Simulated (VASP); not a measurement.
# Ga (P6_3/mmc) in VASP: further runs

Runs on Ga. Level: r2SCAN. Tasks: single point, relaxation of cell and atoms.

Program: VASP 6.6.1. These are calculated values, not measurements. Logs are shortened: lines on timing, memory, paths and dates and some standing lists are left out, and cuts for length are marked.

## Step 1: The cell of the first run

It takes space group P6_3/mmc (No. 194, hexagonal). The conventional cell has a = 2.913 Å, b = 2.913 Å, c = 4.893 Å, α = 90.00°, β = 90.00°, γ = 120.00°. Within 3.8 Å of Ga (site symmetry -6m2) lie 12 Ga at 2.91 to 2.97 Å.

This isn't the form of Ga at room conditions, which is orthorhombic.

## Step 2: Single point, r2SCAN

POSCAR reads:

```
Ga
1.0
    2.9131425294      0.0000000000      0.0000000000
   -1.4565712647      2.5228554353      0.0000000000
    0.0000000000      0.0000000000      4.8933023658
Ga
2
Direct
    0.3333333333      0.6666666667      0.2500000000
    0.6666666667      0.3333333333      0.7500000000
```

INCAR.step1 reads:

```
SYSTEM = Ga
ALGO = Normal
EDIFF = 1E-4
ENCUT = 520
GGA = PE
ISMEAR = 0
LASPH = .True.
LCHARG = .False.
LREAL = .False.
LWAVE = .True.
NBANDS = 20
NELM = 80
PREC = Accurate
SIGMA = 0.1
```

INCAR.step2 reads:

```
SYSTEM = Ga
ALGO = Normal
EDIFF = 1E-7
ENCUT = 520
ISIF = 2
ISMEAR = 0
ISTART = 1
LASPH = .True.
LCHARG = .True.
LELF = .True.
LMIXTAU = .True.
LREAL = .False.
LVHAR = .True.
LWAVE = .False.
METAGGA = R2SCAN
NBANDS = 20
NELM = 80
PREC = Accurate
SIGMA = 0.1
```

KPOINTS reads:

```
k-points
0
Gamma
  6 6 4
  0 0 0
```

Potentials or basis: VASP PAW PBE potentials, release 64 (Ga_d).

Command:

```sh
> cat potpaw_PBE.64/Ga_d/POTCAR > POTCAR
> cp INCAR.step1 INCAR
> mpirun -np 1 vasp_std > vasp.out
> cp INCAR.step2 INCAR
> mpirun -np 1 vasp_std > vasp.out
```

OUTCAR:

```text
SYSTEM = Ga
   EDIFF = 1E-7
   ENCUT = 520
   ISIF = 2
   ISMEAR = 0
   ISTART = 1
   LASPH = .True.
   LREAL = .False.
   METAGGA = R2SCAN
   NELM = 80
   PREC = Accurate

 ion  position               nearest neighbor table
   1  0.333  0.667  0.250-
   2  0.667  0.333  0.750-

  LATTYP: Found a hexagonal cell.
 ALAT       =     2.9131425294
 C/A-ratio  =     1.6797332490

  Lattice vectors:

 A1 = (   2.9131425294,   0.0000000000,   0.0000000000)
 A2 = (  -1.4565712647,   2.5228554353,   0.0000000000)
 A3 = (   0.0000000000,   0.0000000000,   4.8933023658)

Analysis of symmetry for initial positions (statically):
=====================================================================
 Subroutine PRICEL returns:
 Original cell was already a primitive cell.

 Routine SETGRP: Setting up the symmetry group for a
 hexagonal supercell.

 Subroutine GETGRP returns: Found 24 space group operations
 (whereof 12 operations were pure point group operations)
 out of a pool of 24 trial point group operations.

The static configuration has the point symmetry D_3d.
 The point group associated with its full space group is D_6h.

Analysis of symmetry for dynamics (positions and initial velocities):
=====================================================================
 Subroutine PRICEL returns:
 Original cell was already a primitive cell.

 Routine SETGRP: Setting up the symmetry group for a
 hexagonal supercell.

 Subroutine GETGRP returns: Found 24 space group operations
 (whereof 12 operations were pure point group operations)
 out of a pool of 24 trial point group operations.

The dynamic configuration has the point symmetry D_3d.
 The point group associated with its full space group is D_6h.

 Subroutine INISYM returns: Found 24 space group operations
 (whereof 12 operations are pure point group operations),
 and found     1 'primitive' translations

----------------------------------------------------------------------------------------

                                     Primitive cell

  volume of cell :      35.9630

  direct lattice vectors                    reciprocal lattice vectors
     2.913142529  0.000000000  0.000000000     0.343271910  0.198188130  0.000000000
    -1.456571265  2.522855435  0.000000000     0.000000000  0.396376259  0.000000000
[... 74 lines left out ...]
   ICHARG =      0    charge: 1-file 2-atom 10-const
   ISPIN  =      1    spin polarized calculation?
   LNONCOLLINEAR =      F non collinear calculations
   LSORBIT =      F    spin-orbit coupling
   LASPH  =      T    aspherical Exc in radial PAW
   ENCUT  =  520.0 eV  38.22 Ry    6.18 a.u.   5.42  5.42  9.10*2*pi/ulx,y,z
   NELM   =     80;   NELMIN=  2; NELMDL=  0     # of ELM steps
   EDIFF  = 0.1E-06   stopping-criterion for ELM
   LREAL  =      F    real-space projection
   EDIFFG = 0.1E-05   stopping-criterion for IOM
   NSW    =      0    number of steps for IOM
   IBRION =     -1    ionic relax: 0-MD 1-quasi-New 2-CG
   NFREE  =      0    steps in history (QN), initial steepest desc. (CG)
   ISIF   =      2    stress and relaxation
   ISYM   =      2    0-nonsym 1-usesym 2-fastsym
   POTIM  = 0.5000    time-step for ionic-motion
   TEBEG  =    0.0;   TEEND  =   0.0 temperature during run
   PSTRESS=    0.0 pullay stress
   NELECT =      26.0000    total number of electrons
   NUPDOWN=      -1.0000    fix difference up-down
   EMIN   =  10.00;   EMAX   =-10.00  energy-range for DOS
   EFERMI =   0.00;   METHOD = LEGACY
   ISMEAR =     0;   SIGMA  =   0.10  broadening in eV -4-tet -1-fermi 0-gaus
   EFERMI_NEDOS =   21; number of points for ismear=-14 and -15
   IALGO  =     38    algorithm
   IMIX   =      4    mixing-type and parameters
     AMIX     =   0.40;   BMIX     =  1.00
     AMIX_MAG =   1.60;   BMIX_MAG =  1.00
  volume/ion in A,a.u.               =      17.98       121.35
  Fermi-wavevector in a.u.,A,eV,Ry     =   1.469312  2.776596 29.373298  2.158876
  Thomas-Fermi vector in A             =   2.584704
   LORBIT       =      0    0 simple, 1 ext, 2 COOP (PROOUT), +10 PAW based schemes
   METAGGA = R2SCAN    functional components
   LHFCALC =     F    Hartree Fock is set to
   AEXX    =    0.0000 exact exchange contribution
   IVDW    =     0    specifies the selected vdW correction
   LEPSILON=     F    determine dielectric tensor
   LRPA    =     F    only Hartree local field effects (RPA)
 non-spin polarized calculation
 Gauss-broadening in eV      SIGMA  =   0.10
  energy-cutoff  :      520.00
  volume of cell :       35.96
 maximum number of plane-waves:       996
 NGX is ok and might be reduce to    24

 number of electron      26.0000001 magnetization

 Free energy of the ion-electron system (eV)
  ---------------------------------------------------
  ext. energy  EPLUGINS =         0.00000000
  ---------------------------------------------------
  free energy    TOTEN  =       -22.64385968 eV

  energy without entropy =      -22.63872116  energy(sigma->0) =      -22.64129042

 E-fermi :   5.8597     XC(G=0): -12.4755

 val. band max:        5.7771755798   @ k =   0.3333   0.0000   0.2500
 cond. band min:       5.8953532513   @ k =   0.3333   0.3333   0.2500
 fundamental gap:      0.1181776715
 Fermi energy:         5.8597442351

 k-point     1 :       0.0000    0.0000    0.0000
  band No.  band energies     occupation
      1      -9.6967      2.00000
      2      -9.6083      2.00000
      3      -9.5541      2.00000
      4      -9.5541      2.00000
      5      -9.5301      2.00000
      6      -9.5300      2.00000
[... 472 lines left out ...]
     19      19.3150      0.00000
     20      19.3150      0.00000

------------------------ aborting loop because EDIFF is reached ----------------------------------------

  FORCE on cell =-STRESS in cart. coord.  units (eV):
  Direction    XX          YY          ZZ          XY          YZ          ZX
  --------------------------------------------------------------------------------------
  -------------------------------------------------------------------------------------
  Total       -0.0383979     -0.0383979     -0.0816599      0.0000000     -0.0000000      0.0000000
  in kB       -1.7106519     -1.7106519     -3.6380046      0.0000000     -0.0000000      0.0000000
  external PRESSURE =      -2.3531028 kB  Pullay stress =       0.0000000 kB

 VOLUME and BASIS-vectors are now :
 -----------------------------------------------------------------------------
  energy-cutoff  :      520.00
  volume of cell :       35.96
      direct lattice vectors                 reciprocal lattice vectors
     2.913142529  0.000000000  0.000000000     0.343271910  0.198188130  0.000000000
    -1.456571265  2.522855435  0.000000000     0.000000000  0.396376259  0.000000000
     0.000000000  0.000000000  4.893302366     0.000000000  0.000000000  0.204360966

 POSITION                                       TOTAL-FORCE (eV/Angst)
 -----------------------------------------------------------------------------------
     -0.00000      1.68190      1.22333         0.000000      0.000000      0.000000
      1.45657      0.84095      3.66998        -0.000000     -0.000000      0.000000
 -----------------------------------------------------------------------------------
    total drift:                               -0.000000      0.000000      0.000000

  FREE ENERGIE OF THE ION-ELECTRON SYSTEM (eV)
  ---------------------------------------------------
  free  energy   TOTEN  =       -22.6438596763 eV

  energy  without entropy=      -22.6387211614  energy(sigma->0) =      -22.64129042
```

Run time: 1.9 min. Hardware: 1 thread of Intel Xeon 8259CL, shared host; peak memory 0.16 GiB.

Results:

```
Free energy            : -22.6439 eV
Pressure               : -0.2 GPa
Band gap on the k mesh : zero (bands 13 and 14 overlap by 7.50 eV)
```

Levels at points of the mesh, in eV from the Fermi level:
```
           k point  band 10  band 11  band 12  band 13  band 14  band 15  band 16  band 17
(0.00, 0.00, 0.00)   -15.20   -12.00    -5.53    -4.56    11.21    11.21    12.96    13.24
(0.50, 0.00, 0.00)   -15.14    -5.81    -5.16     0.44     0.58     1.06     3.37     5.75
(0.00, 0.00, 0.50)   -15.25   -10.28   -10.28     3.45     3.45    12.47    12.47    12.47
(0.50, 0.00, 0.50)   -15.15    -4.17    -4.17    -3.41    -3.41     7.53     7.53     7.91
```

Caveat: the k points lie up to 0.42 Å⁻¹ apart, too coarse for converged energies and pressures of a metal; the PAW data sets were made with another functional, which shifts forces and pressure a little.

## Step 3: Relaxation of cell and atoms, r2SCAN

This run uses another cell than the first one, of 20.92 Å³/atom.

POSCAR reads:

```
Ga
1.0
    3.0990847592      0.0000000000      0.0000000000
   -1.5495423796      2.6838861299      0.0000000000
    0.0000000000      0.0000000000      5.0299786901
Ga
2
Direct
    0.3333333333      0.6666666667      0.2500000000
    0.6666666667      0.3333333333      0.7500000000
```

INCAR.step1 reads:

```
SYSTEM = Ga
  PREC = Accurate
  ENCUT = 600
  ISMEAR = 0
  SIGMA = 0.1
  LREAL = .False.
  LASPH = .True.
  NELM = 60
  GGA = PE
  ALGO = Normal
  EDIFF = 1E-4
  LWAVE = .True.
  LCHARG = .False.
```

INCAR.step2 reads:

```
SYSTEM = Ga
  PREC = Accurate
  ENCUT = 600
  EDIFF = 1E-6
  ISMEAR = 0
  SIGMA = 0.1
  LREAL = .False.
  LASPH = .True.
  NELM = 60
  ALGO = Normal
  ISIF = 3
  LWAVE = .False.
  LCHARG = .False.
  METAGGA = R2SCAN
  LMIXTAU = .True.
  IBRION = 2
  NSW = 90
  EDIFFG = -0.04
  ISTART = 1
```

KPOINTS reads:

```
regular mesh
0
Gamma
  6 6 4
  0 0 0
```

Potentials or basis: VASP PAW PBE potentials, release 64 (Ga_d).

Command:

```sh
> cat potpaw_PBE.64/Ga_d/POTCAR > POTCAR
> cp INCAR.step1 INCAR
> mpirun -np 1 vasp_std > vasp.out
> cp INCAR.step2 INCAR
> mpirun -np 1 vasp_std > vasp.out
```

Run time: 14 min. Hardware: 1 thread of Intel Xeon 8259CL, shared host; peak memory 0.2 GiB.

Results (log left out):

```
Free energy                           : -22.6505 eV
Relaxed volume                        : 17.83 Å³/atom
Relaxed cell                          : a = 2.905 Å, b = 2.905 Å, c = 4.880 Å, α = 90.00°, β = 90.00°, γ = 120.00°
Space group after relaxing (to 0.1 Å) : P6_3/mmc (No. 194)
Energy gained by relaxing             : 76.7 meV/atom
Ionic steps                           : 6
Pressure after relaxing               : 0.3 GPa
Band gap on the k mesh                : zero (bands 13 and 14 overlap by 7.56 eV)
```

Stress tensor (GPa, compression positive):
```
0.34 0.00 0.00
0.00 0.34 0.00
0.00 0.00 0.10
```

The path:
| step | energy change (eV) | largest force (eV/Å) | pressure (GPa) | volume (Å³) |
| --- | --- | --- | --- | --- |
| 1 | 0.0000 | 0.0000 | -6.55 | 41.84 |
| 2 | -0.1345 | 0.0000 | -1.40 | 36.87 |
| 3 | -0.1384 | 0.0000 | -0.17 | 36.07 |
| 4 | -0.1384 | 0.0000 | 0.05 | 35.96 |
| 5 | -0.1425 | 0.0000 | -0.02 | 35.89 |
| 6 | -0.1533 | 0.0000 | 0.26 | 35.67 |

Final structure:
```
CELL_PARAMETERS angstrom
2.90503 0.00000 0.00000
-1.45252 2.51583 0.00000
0.00000 0.00000 4.88040
ATOMIC_POSITIONS crystal
Ga 0.33333 0.66667 0.25000
Ga 0.66667 0.33333 0.75000
```

Levels at points of the mesh, in eV from the Fermi level:
```tsv
k point	band 10	band 11	band 12	band 13	band 14	band 15	band 16	band 17
(0.00, 0.00, 0.00)	-15.21	-12.08	-5.55	-4.61	11.29	11.29	13.32	13.32
(0.50, 0.00, 0.00)	-15.15	-5.83	-5.20	0.44	0.61	1.05	3.37	5.78
(0.00, 0.00, 0.50)	-15.26	-10.35	-10.35	3.46	3.46	12.56	12.56	12.56
(0.50, 0.00, 0.50)	-15.16	-4.19	-4.19	-3.44	-3.44	7.57	7.57	7.96
```

Caveat: the k points lie up to 0.42 Å⁻¹ apart in the final cell, too coarse for converged energies and pressures of a metal; the PAW data sets were made with another functional, which shifts forces and pressure a little.

## Step 4: Single point, r2SCAN

This run uses another cell than the first one: it holds 4 atoms, not 2.

POSCAR reads:

```
Ga
1.0
    2.9061081227      0.0000000000      0.0000000000
   -1.4530540613      2.5167634604      0.0000000000
    0.0000000000      0.0000000000      9.7174620701
Ga
4
Direct
    0.0000000000      0.0000000000      0.0000000000
    0.0000000000      0.0000000000      0.5000000000
    0.3333333333      0.6666666667      0.7500000000
    0.6666666667      0.3333333333      0.2500000000
```

INCAR.step1 reads:

```
SYSTEM = Ga
  ALGO = Normal
  EDIFF = 1E-4
  ENCUT = 520
  GGA = PE
  ISMEAR = 0
  LASPH = .True.
  LCHARG = .False.
  LREAL = .False.
  LWAVE = .True.
  NBANDS = 34
  NELM = 80
  PREC = Accurate
  SIGMA = 0.1
```

INCAR.step2 reads:

```
SYSTEM = Ga
  ALGO = Normal
  EDIFF = 1E-6
  ENCUT = 520
  ISIF = 2
  ISMEAR = 0
  ISTART = 1
  LASPH = .True.
  LCHARG = .False.
  LMIXTAU = .True.
  LREAL = .False.
  LWAVE = .False.
  METAGGA = R2SCAN
  NBANDS = 34
  NELM = 80
  PREC = Accurate
  SIGMA = 0.1
```

KPOINTS reads:

```
k-points
0
Gamma
  6 6 2
  0 0 0
```

Command:

```sh
> cat potpaw_PBE.64/Ga_d/POTCAR > POTCAR
> cp INCAR.step1 INCAR
> mpirun -np 1 vasp_std > vasp.out
> cp INCAR.step2 INCAR
> mpirun -np 1 vasp_std > vasp.out
```

Run time: 83 s. Hardware: 1 thread of Intel Xeon Platinum 8488C (Sapphire Rapids), shared host; peak memory 0.2 GiB.

The run converged. Its results:

```
Free energy            : -45.3731 eV
Pressure               : -0.1 GPa
Band gap on the k mesh : zero (bands 26 and 27 overlap by 5.62 eV)
```

Stress tensor (GPa, compression positive):
```
-0.14  0.00  0.00
 0.00 -0.14  0.00
 0.00  0.00  0.06
```

Levels at points of the mesh, in eV from the Fermi level:
```tsv
k point	band 23	band 24	band 25	band 26	band 27	band 28	band 29	band 30
(0.00, 0.00, 0.00)	-10.35	-5.50	-4.61	3.56	3.56	11.31	11.31	12.20
(0.50, 0.00, 0.00)	-4.03	-4.00	-3.75	-3.55	0.52	0.60	1.58	2.69
(0.00, 0.00, 0.50)	-8.17	-8.17	-1.11	-1.11	8.87	8.87	11.60	11.60
(0.50, 0.00, 0.50)	-4.89	-4.89	-2.02	-2.02	-1.42	-1.42	4.41	4.41
```

Caveat: the k points lie up to 0.42 Å⁻¹ apart, too coarse for converged energies and pressures of a metal; the PAW data sets were made with another functional, which shifts forces and pressure a little.

## Step 5: The runs side by side

```csv
task,cell,k mesh,cutoff (eV),gap on the mesh (eV),pressure (GPa)
single point,"a = 2.913, b = 2.913, c = 4.893 Å, angles 90.0, 90.0, 120.0°, 2 atoms, atomic positions A",6 × 6 × 4,520,none,-0.2
relaxation of cell and atoms,"relaxed from a = 3.099, b = 3.099, c = 5.030 Å, angles 90.0, 90.0, 120.0°, 2 atoms, atomic positions A",6 × 6 × 4,600,none,0.3
single point,"a = 2.906, b = 2.906, c = 9.717 Å, angles 90.0, 90.0, 120.0°, 4 atoms, atomic positions B",6 × 6 × 2,520,none,-0.1
```

Alike in all rows: level r2SCAN; potentials or basis VASP PAW PBE potentials, release 64 (Ga_d); no spin polarisation; smearing gaussian 0.1 eV.

Caveats: all runs use coarse meshes; the PAW data sets were made with another functional, which shifts forces and pressure a little.

Absolute energies hang on the potentials; compare differences alone.
